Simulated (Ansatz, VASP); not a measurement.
# Two plane-wave programs on CO2

File INCAR:

```
ALGO     = Normal         # electronic algorithm
EDIFF    = 1E-6           # SCF threshold, eV
ENCUT    = 520            # plane-wave cutoff, eV
GGA      = PS             # functional
ISIF     = 2              # what is computed and relaxed
ISMEAR   = 0              # smearing method
LASPH    = True           # aspherical terms in the spheres
LCHARG   = False          # write CHGCAR
LREAL    = False          # projectors in reciprocal space
LWAVE    = False          # write WAVECAR
NBANDS   = 44             # bands
NELM     = 100            # most SCF steps
PREC     = Accurate       # precision mode
SIGMA    = 0.05           # smearing width, eV
```

KPOINTS

```
k-points
0
Gamma
  4 4 4
```

The input POSCAR:

```
CO2
1.0
    5.7999351339      0.0000000000      0.0000000000
    0.0000000000      5.7999351339      0.0000000000
    0.0000000000      0.0000000000      6.6699254040
C O
4 8
Direct
    0.0000000000      0.0000000000      0.0000000000
    0.5000000000      0.0000000000      0.5000000000
    0.5000000000      0.5000000000      0.0000000000
    0.0000000000      0.5000000000      0.5000000000
    0.1161576883      0.1161576883      0.1161576883
    0.3838423117      0.8838423117      0.6161576883
    0.6161576883      0.3838423117      0.8838423117
    0.8838423117      0.6161576883      0.3838423117
    0.8838423117      0.8838423117      0.8838423117
    0.6161576883      0.1161576883      0.3838423117
    0.3838423117      0.6161576883      0.1161576883
    0.1161576883      0.3838423117      0.6161576883
```

Input for Ansatz:

```yaml
crystal:
  lattice:
    - [5.7999351339, 0.0, 0.0]
    - [0.0, 5.7999351339, 0.0]
    - [0.0, 0.0, 6.669925404]
  atoms:
    - { symbol: C, position: [0.0, 0.0, 0.0] }
    - { symbol: C, position: [0.5, 0.0, 0.5] }
    - { symbol: C, position: [0.5, 0.5, 0.0] }
    - { symbol: C, position: [0.0, 0.5, 0.5] }
    - { symbol: O, position: [0.1161576883, 0.1161576883, 0.1161576883] }
    - { symbol: O, position: [0.3838423117, 0.8838423117, 0.6161576883] }
    - { symbol: O, position: [0.6161576883, 0.3838423117, 0.8838423117] }
    - { symbol: O, position: [0.8838423117, 0.6161576883, 0.3838423117] }
    - { symbol: O, position: [0.8838423117, 0.8838423117, 0.8838423117] }
    - { symbol: O, position: [0.6161576883, 0.1161576883, 0.3838423117] }
    - { symbol: O, position: [0.3838423117, 0.6161576883, 0.1161576883] }
    - { symbol: O, position: [0.1161576883, 0.3838423117, 0.6161576883] }
basis:
  ecutwfc: 520.0
kpoints:
  mp_grid: { grid: [4, 4, 4] }
hamiltonian:
  xc: pbesol
scf:
  occupations: { method: gaussian, width: 0.05 }
output:
  forces: true
  stress: true
  eigenvalues: true
```

Change from the starting cell: normal strain along x +0.0000, normal strain along z +0.1500.

Alike in both runs: task single point; functional PBEsol; k mesh 4 × 4 × 4; occupations gaussian, width 0.05 eV; no spin polarisation.

```csv
,VASP,Ansatz
version,VASP 6.6.1,Ansatz 0.2.0
potentials or method,"VASP PAW PBE potentials, release 64 (C, O), cutoff 520 eV","scalar-relativistic, plane waves, PAW"
valence electrons in the cell,64,64
```

Ansatz gave:

```
gap on the k mesh at the Fermi level (eV)                     : 6.09
least direct gap on the mesh (eV)                             : 6.09
pressure (GPa)                                                : -12.1
traceless stress, the component that is largest in VASP (GPa) : -2.59
rms of the force components (eV/Å)                            : 2.428
```

Question: What did VASP give for the same quantities?

Answer: gap on the k mesh at the Fermi level (eV): 6.07; least direct gap on the mesh (eV): 6.07; pressure (GPa): -11.2; traceless stress, the component that is largest in VASP (GPa): -2.38; rms of the force components (eV/Å): 2.202.

VASP's potentials were made for PBE, not for PBEsol. Atom by atom the forces differ by 0.226 eV/Å (rms over components). The functional is the same, so the differences come from potentials, cutoffs and numerics.

Noted on VASP's run: the standard files for N, O and F lose accuracy on very short bonds.
